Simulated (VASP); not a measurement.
Wanted: the native input for a VASP 6.6.1 run.

```
Task                   : single point
Functional             : PBEsol
Potentials or basis    : VASP PAW PBE potentials, release 64 (Ti_sv)
Cutoff                 : 500 eV
k mesh                 : 8 × 8 × 8
Occupations            : gaussian, width 0.1 eV
Spin                   : no spin polarisation
Dipole correction      : no
Further INCAR settings : ALGO = Normal; EDIFF = 1e-06; NBANDS = 12
```

The structure of Ti lies in POSCAR:

```
Ti
1.0
   -1.6410000000     -1.6410000000     -1.6410000000
    1.6410000000      1.6410000000     -1.6410000000
    1.6410000000     -1.6410000000      1.6410000000
Ti
1
Direct
    0.0000000000      0.0000000000      0.0000000000
```

One way to write it, as run:

INCAR

```
SYSTEM = Ti
ALGO     = Normal         ! electronic algorithm
EDIFF    = 1E-6           ! SCF threshold, eV
ENCUT    = 500            ! plane-wave cutoff, eV
GGA      = PS             ! functional
GGA_COMPAT= .FALSE.      
ISIF     = 2              ! what is computed and relaxed
ISMEAR   = 0              ! smearing method
LASPH    = .TRUE.         ! aspherical terms in the spheres
LCHARG   = .FALSE.        ! write CHGCAR
LREAL    = .FALSE.        ! projectors in reciprocal space
LWAVE    = .FALSE.        ! write WAVECAR
NBANDS   = 12             ! bands
NELM     = 120            ! most SCF steps
PREC     = Accurate       ! precision mode
SIGMA    = 0.1            ! smearing width, eV
```

KPOINTS

```
k-points
0
G
  8 8 8
  0 0 0
```

Potentials or basis: VASP PAW PBE potentials, release 64 (Ti_sv).

Command:

```console
$ cat potpaw_PBE.64/Ti_sv/POTCAR > POTCAR
$ mpirun -np 1 vasp_std > vasp.out
```

Results of the run:

```yaml
Pressure: -7.1 GPa
Band_gap_on_the_k_mesh: zero (band 6 reaches 8.75 eV, above the bottom of band 7 at 7.18 eV)
```

Caveat: the PAW data sets were made with another functional, which shifts forces and pressure a little.

It took 10 s on 1 thread of Intel Xeon 8259CL, on a shared host, peak memory 0.14 GiB.
